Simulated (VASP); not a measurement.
Write the native input for VASP 6.6.1 that does the following.

```
Task                   : single point
Functional             : PBEsol
Potentials or basis    : VASP PAW PBE potentials, release 64 (Ni, Si)
Cutoff                 : 520 eV
k mesh                 : 6 × 6 × 6
Occupations            : fermi-dirac, width 0.05 eV
Spin                   : collinear spin, ferromagnetic start
Starting moments       : [1.0, 1.0, 1.0, 1.0, 0.0, 0.0, 0.0, 0.0] μB
Hubbard terms          : Ni d U = 2.0 eV
Dipole correction      : no
Further INCAR settings : ALGO = Normal; EDIFF = 1e-06; NBANDS = 42
```

The structure of SiNi lies in POSCAR:

```
SiNi
1.0
    4.5036940000      0.0000000000      0.0000000000
    0.0000000000      4.5036940000      0.0000000000
    0.0000000000      0.0000000000      4.5036940000
Ni Si
4 4
Direct
    0.1495040000      0.1495040000      0.1495040000
    0.6495040000      0.3504960000      0.8504960000
    0.8504960000      0.6495040000      0.3504960000
    0.3504960000      0.8504960000      0.6495040000
    0.8468300000      0.8468300000      0.8468300000
    0.3468300000      0.6531700000      0.1531700000
    0.1531700000      0.3468300000      0.6531700000
    0.6531700000      0.1531700000      0.3468300000
```

These files were run (other wordings do the same):

INCAR

```
ALGO     = Normal         # electronic algorithm
EDIFF    = 1E-6           # SCF threshold, eV
ENCUT    = 520            # plane-wave cutoff, eV
GGA      = PS             # functional
ISIF     = 2              # what is computed and relaxed
ISMEAR   = -1             # smearing method
ISPIN    = 2              # spin polarisation
LASPH    = True           # aspherical terms in the spheres
LCHARG   = False          # write CHGCAR
LDAU     = True           # DFT+U
LDAUJ    = 0 0          
LDAUL    = 2 -1           # shell
LDAUPRINT= 1            
LDAUTYPE = 2            
LDAUU    = 2 0            # U, eV
LMAXMIX  = 4              # l up to which the mixer works
LORBIT   = 11             # projections on sites
LREAL    = False          # projectors in reciprocal space
LWAVE    = False          # write WAVECAR
MAGMOM   = 1 1 1 1 0 0 0 0 # initial moments
NBANDS   = 42             # bands
NELM     = 150            # most SCF steps
PREC     = Accurate       # precision mode
SIGMA    = 0.05           # smearing width, eV
```

KPOINTS

```
k-points
0
Gamma
  6 6 6
```

Potentials or basis: VASP PAW PBE potentials, release 64 (Ni, Si).

Launch:

```console
$ cat potpaw_PBE.64/Ni/POTCAR potpaw_PBE.64/Si/POTCAR > POTCAR
$ mpirun -np 1 vasp_std > vasp.out
```

Results of the run:

The pressure is -7.8 GPa and the largest force is 0.094 eV/Å. The band gap on the k mesh is zero (filled and empty bands overlap) and the net moment is 0.00 μB per cell. The valence electrons inside the program's atomic spheres are Ni 9.64; Si 1.57.

Caveat: the PAW data sets were made with another functional, which shifts forces and pressure a little; the U is typed as a test and isn't derived for this compound.

Wall time 2.2 min on 1 thread of Intel(R) Xeon(R) Platinum 8375C CPU @ 2.90GHz (Ice Lake) (shared host), peak memory 0.31 GiB.
